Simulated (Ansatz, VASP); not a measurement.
**Pb in VASP and in Ansatz**

The input INCAR:

```
PREC = Accurate
ENCUT = 520
EDIFF = 1E-6
ISMEAR = -1
SIGMA = 0.08
LREAL = False
LASPH = True
NELM = 80
ALGO = Normal
ISIF = 2
LWAVE = False
LCHARG = False
GGA = PS
NBANDS = 21
```

The input KPOINTS:

```
regular mesh
0
Gamma
  14 14 8
```

The input POSCAR:

```
Pb
1.0
    3.4452006837      0.0000000000      0.0000000000
   -1.7226003418      2.9836313132      0.0000000000
    0.0000000000      0.0000000000      5.5900000000
Pb
2
Direct
    0.3333333333      0.6666666667      0.2500000000
    0.6666666667      0.3333333333      0.7500000000
```

Input for Ansatz:

```yaml
crystal:
  lattice:
    - [3.4452006837, 0.0, 0.0]
    - [-1.7226003418, 2.9836313132, 0.0]
    - [0.0, 0.0, 5.59]
  atoms:
    - { symbol: Pb, position: [0.3333333333, 0.6666666667, 0.25] }
    - { symbol: Pb, position: [0.6666666667, 0.3333333333, 0.75] }
kpoints:
  mp_grid: { grid: [14, 14, 8] }
  band_path:
    path:
      - [0.0, 0.0, 0.0]
      - [0.5, 0.0, 0.0]
      - [0.3333333333, 0.3333333333, 0.0]
      - [0.0, 0.0, 0.0]
      - [0.0, 0.0, 0.5]
      - [0.5, 0.0, 0.5]
      - [0.3333333333, 0.3333333333, 0.5]
      - [0.0, 0.0, 0.5]
      - [0.5, 0.0, 0.5]
    npoints: 5
scf:
  occupations: { method: fermi_dirac, width: 0.08 }
hamiltonian:
  xc: pbesol
  pseudopotentials: { kind: all_electron, lapw: { basis_error: 0.0005 } }
output:
  forces: true
  stress: true
  eigenvalues: true
```

Change from the starting cell: equal xx and yy strain of -1 %.

Alike in both runs: task single point; functional PBEsol; k mesh 14 × 14 × 8; occupations fermi-dirac, width 0.08 eV; no spin polarisation.

```csv
,VASP,Ansatz
version,VASP 6.6.1,Ansatz 0.2.0
potentials or method,"VASP PAW PBE potentials, release 64 (Pb_d), cutoff 520 eV","all-electron LAPW, scalar-relativistic"
```

```csv
,VASP,Ansatz,Ansatz less VASP
pressure (GPa),1.9,2.0,+0.08
"traceless stress, the component that is largest in VASP (GPa)",1.02,1.02,+0.006
```

VASP's potentials were made for PBE, not for PBEsol. Ansatz ran all-electron here, and VASP with PAW potentials.

Neither program's run includes spin-orbit coupling.
